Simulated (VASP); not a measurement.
# Sn (Fd-3m) in VASP: a series of runs, part 3 of 3

VASP 6.6.1.

### Step 7. Relaxation of cell and atoms, revPBE+D3(BJ)

This run uses another cell than the first one, of 33.80 Å³/atom, 0.947 times its volume.

File INCAR:

```
ALGO = Normal
EDIFF = 1E-6
EDIFFG = -0.1
ENCUT = 600
GGA = RE
IBRION = 2
ISIF = 3
ISMEAR = -1
IVDW = 12
LASPH = T
LCHARG = F
LREAL = F
LWAVE = F
NELM = 100
NSW = 100
PREC = Accurate
SIGMA = 0.3
```

File KPOINTS:

```
k-points
0
Gamma
  7 7 7
```

File POSCAR:

```
Sn
1.0
    0.0000000000      3.2333400000      3.2333400000
    3.2333400000      0.0000000000      3.2333400000
    3.2333400000      3.2333400000      0.0000000000
Sn
2
Direct
    0.0000000000      0.0000000000      0.0000000000
    0.2500000000      0.2500000000      0.2500000000
```

Potentials or basis: VASP PAW PBE potentials, release 64 (Sn_d).

Run with:

```console
cat potpaw_PBE.64/Sn_d/POTCAR > POTCAR
mpirun -np 1 vasp_std > vasp.out
```

OUTCAR:

```text
EDIFF = 1E-6
   EDIFFG = -0.1
   ENCUT = 600
   GGA = RE
   IBRION = 2
   ISIF = 3
   ISMEAR = -1
   IVDW = 12
   LASPH = T
   LREAL = F
   NELM = 100
   NSW = 100
   PREC = Accurate
 IVDW          = 12

 ion  position               nearest neighbor table
   1  0.000  0.000  0.000-   2 2.80   2 2.80   2 2.80   2 2.80
   2  0.250  0.250  0.250-   1 2.80   1 2.80   1 2.80   1 2.80

  LATTYP: Found a face centered cubic cell.
 ALAT       =     6.4666800000

  Lattice vectors:

 A1 = (   0.0000000000,   3.2333400000,   3.2333400000)
 A2 = (   3.2333400000,   0.0000000000,   3.2333400000)
 A3 = (   3.2333400000,   3.2333400000,   0.0000000000)

Analysis of symmetry for initial positions (statically):
=====================================================================
 Subroutine PRICEL returns:
 Original cell was already a primitive cell.

 Routine SETGRP: Setting up the symmetry group for a
 face centered cubic supercell.

 Subroutine GETGRP returns: Found 48 space group operations
 (whereof 24 operations were pure point group operations)
 out of a pool of 48 trial point group operations.

The static configuration has the point symmetry T_d .
 The point group associated with its full space group is O_h .

Analysis of symmetry for dynamics (positions and initial velocities):
=====================================================================
 Subroutine PRICEL returns:
 Original cell was already a primitive cell.

 Routine SETGRP: Setting up the symmetry group for a
 face centered cubic supercell.

 Subroutine GETGRP returns: Found 48 space group operations
 (whereof 24 operations were pure point group operations)
 out of a pool of 48 trial point group operations.

The dynamic configuration has the point symmetry T_d .
 The point group associated with its full space group is O_h .

 Subroutine INISYM returns: Found 48 space group operations
 (whereof 24 operations are pure point group operations),
 and found     1 'primitive' translations

----------------------------------------------------------------------------------------

                                     Primitive cell

  volume of cell :      67.6058

  direct lattice vectors                    reciprocal lattice vectors
     0.000000000  3.233340000  3.233340000    -0.154638856  0.154638856  0.154638856
     3.233340000  0.000000000  3.233340000     0.154638856 -0.154638856  0.154638856
     3.233340000  3.233340000  0.000000000     0.154638856  0.154638856 -0.154638856

  length of vectors
     4.572633280  4.572633280  4.572633280     0.267842356  0.267842356  0.267842356

  position of ions in fractional coordinates (direct lattice)
     0.000000000  0.000000000  0.000000000
     0.250000000  0.250000000  0.250000000

  ion indices of the primitive-cell ions
   primitive index   ion index
                 1           1
                 2           2

----------------------------------------------------------------------------------------

 KPOINTS: k-points

Automatic generation of k-mesh.
 Grid dimensions read from file:
 generate k-points for:    7    7    7

 Generating k-lattice:

  Cartesian coordinates                     Fractional coordinates (reciprocal lattice)
    -0.022091265  0.022091265  0.022091265     0.142857143  0.000000000  0.000000000
     0.022091265 -0.022091265  0.022091265     0.000000000  0.142857143  0.000000000
     0.022091265  0.022091265 -0.022091265     0.000000000  0.000000000  0.142857143

  Length of vectors
     0.038263194  0.038263194  0.038263194

  Shift w.r.t. Gamma in fractional coordinates (k-lattice)
     0.000000000  0.000000000  0.000000000

 Subroutine IBZKPT returns following result:
 ===========================================

 Found     20 irreducible k-points:

 Following reciprocal coordinates:
            Coordinates               Weight
  0.000000  0.000000  0.000000      1.000000
  0.142857  0.000000  0.000000      8.000000
  0.285714  0.000000  0.000000      8.000000
  0.428571  0.000000  0.000000      8.000000
  0.142857  0.142857  0.000000      6.000000
  0.285714  0.142857  0.000000     24.000000
[... 12 lines left out ...]
 -0.428571  0.428571  0.142857     24.000000
 -0.285714  0.428571  0.142857     24.000000
   k-points           NKPTS =     20   k-points in BZ     NKDIM =     20   number of bands    NBANDS=     18
   number of dos      NEDOS =    301   number of ions     NIONS =      2
   total plane-waves  NPLWV =  64000
   dimension x,y,z NGX =    40 NGY =   40 NGZ =   40
   dimension x,y,z NGXF=    80 NGYF=   80 NGZF=   80
   ions per type =               2
   NGX,Y,Z   is equivalent  to a cutoff of  14.54, 14.54, 14.54 a.u.
   NGXF,Y,Z  is equivalent  to a cutoff of  29.09, 29.09, 29.09 a.u.
 SYSTEM =  unknown system
   PREC   = accura    normal or accurate (medium, high low for compatibility)
   ISTART =      0    job   : 0-new  1-cont  2-samecut
   ICHARG =      2    charge: 1-file 2-atom 10-const
   ISPIN  =      1    spin polarized calculation?
   LNONCOLLINEAR =      F non collinear calculations
   LSORBIT =      F    spin-orbit coupling
   LASPH  =      T    aspherical Exc in radial PAW
   ENCUT  =  600.0 eV  44.10 Ry    6.64 a.u.   9.13  9.13  9.13*2*pi/ulx,y,z
   NELM   =    100;   NELMIN=  2; NELMDL= -5     # of ELM steps
   EDIFF  = 0.1E-05   stopping-criterion for ELM
   LREAL  =      F    real-space projection
   EDIFFG = -.1E+00   stopping-criterion for IOM
   NSW    =    100    number of steps for IOM
   IBRION =      2    ionic relax: 0-MD 1-quasi-New 2-CG
   NFREE  =      1    steps in history (QN), initial steepest desc. (CG)
   ISIF   =      3    stress and relaxation
   ISYM   =      2    0-nonsym 1-usesym 2-fastsym
   POTIM  = 0.5000    time-step for ionic-motion
   TEBEG  =    0.0;   TEEND  =   0.0 temperature during run
   PSTRESS=    0.0 pullay stress
   NELECT =      28.0000    total number of electrons
   NUPDOWN=      -1.0000    fix difference up-down
   EMIN   =  10.00;   EMAX   =-10.00  energy-range for DOS
   EFERMI =   0.00;   METHOD = LEGACY
   ISMEAR =    -1;   SIGMA  =   0.30  broadening in eV -4-tet -1-fermi 0-gaus
   EFERMI_NEDOS =   21; number of points for ismear=-14 and -15
   IALGO  =     38    algorithm
   IMIX   =      4    mixing-type and parameters
     AMIX     =   0.40;   BMIX     =  1.00
     AMIX_MAG =   1.60;   BMIX_MAG =  1.00
  volume/ion in A,a.u.               =      33.80       228.11
  Fermi-wavevector in a.u.,A,eV,Ry     =   1.220299  2.306030 20.260828  1.489129
  Thomas-Fermi vector in A             =   2.355521
   LORBIT       =      0    0 simple, 1 ext, 2 COOP (PROOUT), +10 PAW based schemes
   GGA     = RE    functional components
   LHFCALC =     F    Hartree Fock is set to
   AEXX    =    0.0000 exact exchange contribution
   IVDW    =    12    specifies the selected vdW correction
   LEPSILON=     F    determine dielectric tensor
   LRPA    =     F    only Hartree local field effects (RPA)
 conjugate gradient relaxation of ions
 non-spin polarized calculation
  energy-cutoff  :      600.00
  volume of cell :       67.61
 maximum number of plane-waves:      2281
 NGX is ok and might be reduce to    40
   NGX = 19   NGY = 19   NGZ = 19

--------------------------------------- Ionic step        1  -------------------------------------------

 number of electron      28.0000005 magnetization

 Free energy of the ion-electron system (eV)
  ---------------------------------------------------
  ext. energy  EPLUGINS =         0.00000000
  ---------------------------------------------------
  free energy    TOTEN  =        -7.05727286 eV

  energy without entropy =       -6.93282019  energy(sigma->0) =       -6.99504652

------------------------ aborting loop because EDIFF is reached ----------------------------------------

 Edisp (eV)   -1.15678

 E8    (eV) :    -0.8479

  FORCE on cell =-STRESS in cart. coord.  units (eV):
  Direction    XX          YY          ZZ          XY          YZ          ZX
  --------------------------------------------------------------------------------------
  -------------------------------------------------------------------------------------
  Total       0.87397     0.87397     0.87397     0.00000     0.00000     0.00000
  in kB      20.71199    20.71199    20.71199     0.00000     0.00000     0.00000
  external pressure =       20.71 kB  Pullay stress =        0.00 kB
[... 61 lines left out ...]
  energy  without entropy=       -8.0914090641  energy(sigma->0) =       -8.16243568

--------------------------------------- Ionic step        3  -------------------------------------------

 number of electron      27.9999998 magnetization

 Free energy of the ion-electron system (eV)
  ---------------------------------------------------
  ext. energy  EPLUGINS =         0.00000000
  ---------------------------------------------------
  free energy    TOTEN  =        -7.13901322 eV

  energy without entropy =       -7.00117322  energy(sigma->0) =       -7.07009322

 E-fermi :   5.3634     XC(G=0):  -8.5934

 val. band max:        5.3248395624   @ k =   0.4286   0.0000   0.0000
 cond. band min:       5.4075160785   @ k =   0.0000   0.0000   0.0000
 fundamental gap:      0.0826765161
 Fermi energy:         5.3634296608

 k-point     1 :       0.0000    0.0000    0.0000
  band No.  band energies     occupation
      1     -16.3203      2.00000
      2     -16.3202      2.00000
      3     -16.3202      2.00000
      4     -16.2662      2.00000
      5     -16.2662      2.00000
      6     -15.9879      2.00000
[... 10 lines left out ...]
     17       7.4873      0.00168
     18       7.4873      0.00168
[... 430 lines left out ...]
  FREE ENERGIE OF THE ION-ELECTRON SYSTEM (eV)
  ---------------------------------------------------
  free  energy   TOTEN  =        -8.2349623684 eV

  energy  without entropy=       -8.0971223631  energy(sigma->0) =       -8.16604237

 reached required accuracy - stopping structural energy minimisation
```

It took 85 s on 1 thread of Intel Xeon 6975P-C, shared host; peak memory 0.26 GiB.

Results:

```yaml
Free_energy: -8.2350 eV
Relaxed_volume: 35.50 Å³/atom
Relaxed_cell: a = 4.648 Å, b = 4.648 Å, c = 4.648 Å, α = 60.00°, β = 60.00°, γ = 60.00°
Space_group_after_relaxing_to_0.05_Å: Fd-3m (No. 227)
Energy_gained_by_relaxing: 10.5 meV/atom
Ionic_steps: 3
Pressure_after_relaxing: 0.0 GPa
Band_gap_on_the_k_mesh: zero (band 14 reaches 5.41 eV, above the bottom of band 15 at 5.32 eV)
Dispersion_energy_per_atom: -0.548 eV
```

The path:
```csv
step,energy change (eV),largest force (eV/Å),pressure (GPa),volume (Å³)
1,0.0000,0.0000,2.07,67.61
2,-0.0194,0.0000,-0.48,71.97
3,-0.0209,0.0000,0.00,71.00
```

Final structure:
```
Sn
1.0
     0.00000    3.28655    3.28655
     3.28655    0.00000    3.28655
     3.28655    3.28655    0.00000
Sn
2
Cartesian
  0.0000 0.0000 0.0000
  1.6433 1.6433 1.6433
```

Caveat: the PAW data sets were made with another functional, which shifts forces and pressure a little; spin-orbit coupling is left out, which moves the levels of the heavy elements; pairwise dispersion overbinds metals, which lowers pressure and volume. Zero-point motion and thermal expansion aren't in these numbers.

### Step 8. The runs side by side

```tsv
task	level	cell	cutoff (eV)	gap on the mesh (eV)	pressure (GPa)	relaxed volume (Å³/atom)
single point	PBE+D4	a = 4.656 Å, angles 60.0°, 2 atoms	520	none	0.0	-
single point	revPBE+D3(BJ)	a = 4.648 Å, angles 60.0°, 2 atoms	520	none	0.0	-
single point	PBE	a = 4.723 Å, angles 60.0°, 2 atoms	520	none	0.0	-
relaxation of cell and atoms	PBE	relaxed from a = 4.573 Å, angles 60.0°, 2 atoms	600	none	0.0	37.22
relaxation of cell and atoms	PBE+D4	relaxed from a = 4.573 Å, angles 60.0°, 2 atoms	600	none	0.0	35.68
relaxation of cell and atoms	revPBE+D3(BJ)	relaxed from a = 4.573 Å, angles 60.0°, 2 atoms	600	none	0.0	35.50
```

Alike in all rows: potentials or basis VASP PAW PBE potentials, release 64 (Sn_d); no spin polarisation; k mesh 7 × 7 × 7; smearing fermi-dirac 0.3 eV.

Caveats: spin-orbit coupling is left out, which moves the levels of the heavy elements; pairwise dispersion overbinds metals, which lowers pressure and volume (some runs); the PAW data sets were made with another functional, which shifts forces and pressure a little (some runs); the volume moved by +10 % from the deposited cell, more than functionals usually miss (some runs).

Total energies depend on the potentials used, so only differences within one code and one set of settings carry meaning.
